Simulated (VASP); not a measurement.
# Ga (Cmcm) in VASP: notebook

The runs below take Ga through single point, with r2SCAN.

All numbers are computed with VASP 6.6.1; they aren't measurements. Logs are shortened: lines on timing, memory, paths and dates and some standing lists are left out, and cuts for length are marked.

### 1 The cell of the first run

Symmetry: Cmcm, No. 63, orthorhombic system. The conventional cell has a = 2.881 Å, b = 8.075 Å, c = 3.149 Å, α = 90.00°, β = 90.00°, γ = 90.00°. Within 3.5 Å of Ga (site symmetry m2m) lie 10 Ga at 2.66 to 3.15 Å.

### 2 Single point, r2SCAN

The input, POSCAR:

```
Ga
1.0
    1.4402681631     -4.0377172988      0.0000000000
    1.4402681631      4.0377172988      0.0000000000
    0.0000000000      0.0000000000      3.1487241912
Ga
2
Direct
    0.1330000000      0.8670000000      0.7500000000
    0.8670000000      0.1330000000      0.2500000000
```

The input, INCAR.step1:

```
SYSTEM = Ga
  PREC = Accurate
  ENCUT = 520
  ISMEAR = -1
  SIGMA = 0.05
  LREAL = .FALSE.
  LASPH = .TRUE.
  NELM = 100
  NBANDS = 20
  GGA = PE
  ALGO = Normal
  EDIFF = 1E-4
  LWAVE = .TRUE.
  LCHARG = .FALSE.
```

The input, INCAR.step2:

```
SYSTEM = Ga
  PREC = Accurate
  ENCUT = 520
  EDIFF = 1E-7
  ISMEAR = -1
  SIGMA = 0.05
  LREAL = .FALSE.
  LASPH = .TRUE.
  NELM = 100
  ALGO = Normal
  ISIF = 2
  LWAVE = .FALSE.
  LCHARG = .TRUE.
  METAGGA = R2SCAN
  LMIXTAU = .TRUE.
  LELF = .TRUE.
  LVHAR = .TRUE.
  NBANDS = 20
  ISTART = 1
```

The input, KPOINTS:

```
Automatic mesh
0
G
  10 10 8
  0 0 0
```

Potentials or basis: VASP PAW PBE potentials, release 64 (Ga_d).

On the command line:

```bash
cat potpaw_PBE.64/Ga_d/POTCAR > POTCAR
cp INCAR.step1 INCAR
mpirun -np 1 vasp_std > vasp.out
cp INCAR.step2 INCAR
mpirun -np 1 vasp_std > vasp.out
```

OUTCAR:

```text
SYSTEM = Ga
   PREC = Accurate
   ENCUT = 520
   EDIFF = 1E-7
   ISMEAR = -1
   LREAL = .FALSE.
   LASPH = .TRUE.
   NELM = 100
   ISIF = 2
   METAGGA = R2SCAN
   ISTART = 1

 ion  position               nearest neighbor table
   1  0.133  0.867  0.750-   2 2.66   2 2.66   2 2.85   2 2.85   2 2.85   2 2.85
   2  0.867  0.133  0.250-   1 2.66   1 2.66   1 2.85   1 2.85   1 2.85   1 2.85

  LATTYP: Found a base centered orthorhombic cell.
 ALAT       =     2.8805363262
 B/A-ratio  =     2.8034482760
 C/A-ratio  =     1.0931034483

  Lattice vectors:

 A1 = (   1.4402681631,  -4.0377172988,   0.0000000000)
 A2 = (   1.4402681631,   4.0377172988,   0.0000000000)
 A3 = (   0.0000000000,   0.0000000000,   3.1487241912)

Analysis of symmetry for initial positions (statically):
=====================================================================
 Subroutine PRICEL returns:
 Original cell was already a primitive cell.

 Routine SETGRP: Setting up the symmetry group for a
 base centered orthorhombic supercell.

 Subroutine GETGRP returns: Found  8 space group operations
 (whereof  4 operations were pure point group operations)
 out of a pool of  8 trial point group operations.

The static configuration has the point symmetry C_2h.
 The point group associated with its full space group is D_2h.

Analysis of symmetry for dynamics (positions and initial velocities):
=====================================================================
 Subroutine PRICEL returns:
 Original cell was already a primitive cell.

 Routine SETGRP: Setting up the symmetry group for a
 base centered orthorhombic supercell.

 Subroutine GETGRP returns: Found  8 space group operations
 (whereof  4 operations were pure point group operations)
 out of a pool of  8 trial point group operations.

The dynamic configuration has the point symmetry C_2h.
 The point group associated with its full space group is D_2h.

 Subroutine INISYM returns: Found  8 space group operations
 (whereof  4 operations are pure point group operations),
 and found     1 'primitive' translations

----------------------------------------------------------------------------------------

                                     Primitive cell

  volume of cell :      36.6222

  direct lattice vectors                    reciprocal lattice vectors
     1.440268163 -4.037717299  0.000000000     0.347157573 -0.123832345  0.000000000
[... 75 lines left out ...]
   NGXF,Y,Z  is equivalent  to a cutoff of  24.82, 24.82, 25.34 a.u.
 SYSTEM =  Ga
   PREC   = accura    normal or accurate (medium, high low for compatibility)
   ISTART =      1    job   : 0-new  1-cont  2-samecut
   ICHARG =      0    charge: 1-file 2-atom 10-const
   ISPIN  =      1    spin polarized calculation?
   LNONCOLLINEAR =      F non collinear calculations
   LSORBIT =      F    spin-orbit coupling
   LASPH  =      T    aspherical Exc in radial PAW
   ENCUT  =  520.0 eV  38.22 Ry    6.18 a.u.   7.97  7.97  5.85*2*pi/ulx,y,z
   NELM   =    100;   NELMIN=  2; NELMDL=  0     # of ELM steps
   EDIFF  = 0.1E-06   stopping-criterion for ELM
   LREAL  =      F    real-space projection
   EDIFFG = 0.1E-05   stopping-criterion for IOM
   NSW    =      0    number of steps for IOM
   IBRION =     -1    ionic relax: 0-MD 1-quasi-New 2-CG
   NFREE  =      0    steps in history (QN), initial steepest desc. (CG)
   ISIF   =      2    stress and relaxation
   ISYM   =      2    0-nonsym 1-usesym 2-fastsym
   POTIM  = 0.5000    time-step for ionic-motion
   TEBEG  =    0.0;   TEEND  =   0.0 temperature during run
   PSTRESS=    0.0 pullay stress
   NELECT =      26.0000    total number of electrons
   NUPDOWN=      -1.0000    fix difference up-down
   EMIN   =  10.00;   EMAX   =-10.00  energy-range for DOS
   EFERMI =   0.00;   METHOD = LEGACY
   ISMEAR =    -1;   SIGMA  =   0.05  broadening in eV -4-tet -1-fermi 0-gaus
   EFERMI_NEDOS =   21; number of points for ismear=-14 and -15
   IALGO  =     38    algorithm
   IMIX   =      4    mixing-type and parameters
     AMIX     =   0.40;   BMIX     =  1.00
     AMIX_MAG =   1.60;   BMIX_MAG =  1.00
  volume/ion in A,a.u.               =      18.31       123.57
  Fermi-wavevector in a.u.,A,eV,Ry     =   1.460443  2.759837 29.019787  2.132894
  Thomas-Fermi vector in A             =   2.576892
   LORBIT       =      0    0 simple, 1 ext, 2 COOP (PROOUT), +10 PAW based schemes
   METAGGA = R2SCAN    functional components
   LHFCALC =     F    Hartree Fock is set to
   AEXX    =    0.0000 exact exchange contribution
   IVDW    =     0    specifies the selected vdW correction
   LEPSILON=     F    determine dielectric tensor
   LRPA    =     F    only Hartree local field effects (RPA)
 non-spin polarized calculation
  energy-cutoff  :      520.00
  volume of cell :       36.62
 maximum number of plane-waves:      1006
   NGX = 15   NGY = 15   NGZ = 11

 number of electron      25.9999991 magnetization

 Free energy of the ion-electron system (eV)
  ---------------------------------------------------
  ext. energy  EPLUGINS =         0.00000000
  ---------------------------------------------------
  free energy    TOTEN  =       -22.72538740 eV

  energy without entropy =      -22.72278939  energy(sigma->0) =      -22.72408839

 E-fermi :   5.7809     XC(G=0): -12.2295

 val. band max:        5.7412715025   @ k =   0.3000   0.1000   0.2500
 cond. band min:       5.7843068258   @ k =   0.0000   0.0000   0.3750
 fundamental gap:      0.0430353233
 Fermi energy:         5.7808936053

 k-point     1 :       0.0000    0.0000    0.0000
  band No.  band energies     occupation
      1     -10.0336      2.00000
      2     -10.0017      2.00000
      3      -9.9294      2.00000
      4      -9.9167      2.00000
      5      -9.7006      2.00000
      6      -9.6858      2.00000
[... 541 lines left out ...]
     19      16.2519      0.00000
     20      18.0584      0.00000

 [... further k-points ...]
[... 5 lines left out ...]
  --------------------------------------------------------------------------------------
  -------------------------------------------------------------------------------------
  Total       -0.5216759     -0.1244547      0.3252160      0.0000000      0.0000000      0.0000000
  in kB      -22.8227253     -5.4447488     14.2278273      0.0000000      0.0000000      0.0000000
  external PRESSURE =      -4.6798823 kB  Pullay stress =       0.0000000 kB

 VOLUME and BASIS-vectors are now :
 -----------------------------------------------------------------------------
  energy-cutoff  :      520.00
  volume of cell :       36.62
      direct lattice vectors                 reciprocal lattice vectors
     1.440268163 -4.037717299  0.000000000     0.347157573 -0.123832345  0.000000000
     1.440268163  4.037717299  0.000000000     0.347157573  0.123832345  0.000000000
     0.000000000  0.000000000  3.148724191     0.000000000  0.000000000  0.317588947

 POSITION                                       TOTAL-FORCE (eV/Angst)
 -----------------------------------------------------------------------------------
      1.44027      2.96368      2.36154         0.000000     -0.257516     -0.000000
      1.44027     -2.96368      0.78718         0.000000      0.257516      0.000000
 -----------------------------------------------------------------------------------
    total drift:                                0.000000      0.000000     -0.000000

  FREE ENERGIE OF THE ION-ELECTRON SYSTEM (eV)
  ---------------------------------------------------
  free  energy   TOTEN  =       -22.7253874005 eV

  energy  without entropy=      -22.7227893864  energy(sigma->0) =      -22.72408839
```

OUTCAR.step1:

```text
SYSTEM = Ga
   PREC = Accurate
   ENCUT = 520
   ISMEAR = -1
   LREAL = .FALSE.
   LASPH = .TRUE.
[... 776 lines left out ...]
      1.44027      2.96368      2.36154         0.000000     -0.223002      0.000000
      1.44027     -2.96368      0.78718         0.000000      0.223002      0.000000
 -----------------------------------------------------------------------------------
    total drift:                                0.000000      0.000000     -0.000000

  FREE ENERGIE OF THE ION-ELECTRON SYSTEM (eV)
  ---------------------------------------------------
  free  energy   TOTEN  =        -5.7763868117 eV

  energy  without entropy=       -5.7734951099  energy(sigma->0) =       -5.77494096
```

It took 2 min on 1 thread of Intel Xeon 6975P-C (Granite Rapids), shared host; peak memory 0.23 GiB.

What came out:

```
Free energy            : -22.7254 eV
Pressure               : -0.5 GPa
Largest force          : 0.258 eV/Å
Band gap on the k mesh : zero (band 13 reaches 11.19 eV, above the bottom of band 14 at 1.19 eV)
```

Forces on the atoms (eV/Å):
```
Ga   0.000 -0.258  0.000
Ga   0.000  0.258  0.000
```

Stress tensor (GPa, compression positive):
```
-2.28  0.00  0.00
 0.00 -0.54  0.00
 0.00  0.00  1.42
```

Caveat: the PAW data sets were made with another functional, which shifts forces and pressure a little.

### 3 Single point, r2SCAN

This run uses another cell than the first one, of 18.68 Å³/atom, 1.020 times its volume.

The input, POSCAR:

```
Ga
1.0
    1.4500000000     -4.0650000000      0.0000000000
    1.4500000000      4.0650000000      0.0000000000
    0.0000000000      0.0000000000      3.1700000000
Ga
2
Direct
    0.1330000000      0.8670000000      0.7500000000
    0.8670000000      0.1330000000      0.2500000000
```

The input, INCAR.step1:

```
SYSTEM = Ga
PREC = Accurate
ENCUT = 520
ISMEAR = -1
SIGMA = 0.05
LREAL = .FALSE.
LASPH = .TRUE.
NELM = 100
NBANDS = 20
GGA = PE
ALGO = Normal
EDIFF = 1E-4
LWAVE = .TRUE.
LCHARG = .FALSE.
```

The input, INCAR.step2:

```
SYSTEM = Ga
PREC = Accurate
ENCUT = 520
EDIFF = 1E-6
ISMEAR = -1
SIGMA = 0.05
LREAL = .FALSE.
LASPH = .TRUE.
NELM = 100
ALGO = Normal
ISIF = 2
LWAVE = .FALSE.
LCHARG = .FALSE.
METAGGA = R2SCAN
LMIXTAU = .TRUE.
NBANDS = 20
ISTART = 1
```

KPOINTS is that of step 2.

Potentials or basis: VASP PAW PBE potentials, release 64 (Ga_d).

On the command line:

```bash
cat potpaw_PBE.64/Ga_d/POTCAR > POTCAR
cp INCAR.step1 INCAR
mpirun -np 1 vasp_std > vasp.out
cp INCAR.step2 INCAR
mpirun -np 1 vasp_std > vasp.out
```

It took 1.8 min on 1 thread of Intel Xeon 6975P-C (Granite Rapids), shared host; peak memory 0.23 GiB.

It converged, with:

```
Free energy            : -22.7203 eV
Pressure               : -1.7 GPa
Largest force          : 0.249 eV/Å
Band gap on the k mesh : zero (band 13 reaches 10.92 eV, above the bottom of band 14 at 1.09 eV)
```

Forces in eV/Å, atoms in the order of the input:
```
Ga   0.000 -0.249  0.000
Ga   0.000  0.249  0.000
```

Stress tensor (GPa, compression positive):
```
-3.21  0.00  0.00
 0.00 -1.89  0.00
 0.00  0.00  0.10
```

Levels at points of the mesh, in eV from the Fermi level:
| k point | band 9 | band 10 | band 11 | band 12 | band 13 | band 14 | band 15 | band 16 | band 17 | band 18 |
| --- | --- | --- | --- | --- | --- | --- | --- | --- | --- | --- |
| (0.00, 0.00, 0.00) | -15.37 | -15.21 | -11.83 | -2.50 | -1.51 | 3.01 | 6.99 | 8.26 | 9.20 | 11.06 |
| (0.50, 0.00, 0.00) | -15.27 | -15.27 | -7.05 | -5.69 | -1.96 | -0.29 | 6.84 | 7.06 | 9.45 | 9.81 |
| (0.50, 0.50, 0.00) | -15.33 | -15.28 | -9.72 | -8.99 | 5.36 | 6.09 | 6.16 | 7.52 | 7.59 | 9.96 |
| (0.00, 0.00, 0.50) | -15.29 | -15.29 | -7.78 | -7.78 | 1.87 | 1.87 | 2.74 | 2.74 | 10.92 | 10.92 |
| (0.50, 0.00, 0.50) | -15.26 | -15.26 | -3.20 | -3.20 | -1.68 | -1.68 | 1.91 | 1.91 | 4.57 | 4.57 |
| (0.50, 0.50, 0.50) | -15.34 | -15.34 | -5.85 | -5.85 | -4.46 | -4.46 | 10.10 | 10.10 | 12.10 | 12.10 |

Caveat: the PAW data sets were made with another functional, which shifts forces and pressure a little.
